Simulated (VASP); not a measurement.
Runs of VASP 6.6.1 on SiO2. The structure is that of space group P4_2/mnm (No. 136), or close to it. The cells are those of the table. 

| cell | gap on the mesh (eV) | pressure (GPa) | largest force (eV/Å) |
| --- | --- | --- | --- |
| a = 4.080, b = 4.080, c = 2.661 Å, 6 atoms | 6.28 | (b) | 0.35 |
| a = 4.105, b = 4.105, c = 2.789 Å, 6 atoms | 5.17 | (a) | 0.22 |
| a = 4.255, b = 4.255, c = 2.725 Å, 6 atoms | 4.56 | -19.8 | 0.40 |
| a = 4.255, b = 4.255, c = 2.406 Å, 6 atoms | (c) | 31.8 | 0.03 |
| a = 4.155, b = 4.155, c = 2.534 Å, 6 atoms | 6.88 | 22.8 | 0.22 |

Alike in all rows: task single point; level LDA; potentials or basis VASP PAW LDA potentials, release 64 (Si, O); no spin polarisation; k mesh 6 × 6 × 8; cutoff (eV) 520; smearing gaussian 0.05 eV.

Q: Fill in the values left out.

A: (a) -8.1; (b) 13.6; (c) 6.86.

Caveats: the cell stands under pressure (at least some runs); the cell stands under tension (at least some runs).

A k mesh can miss the band edges.
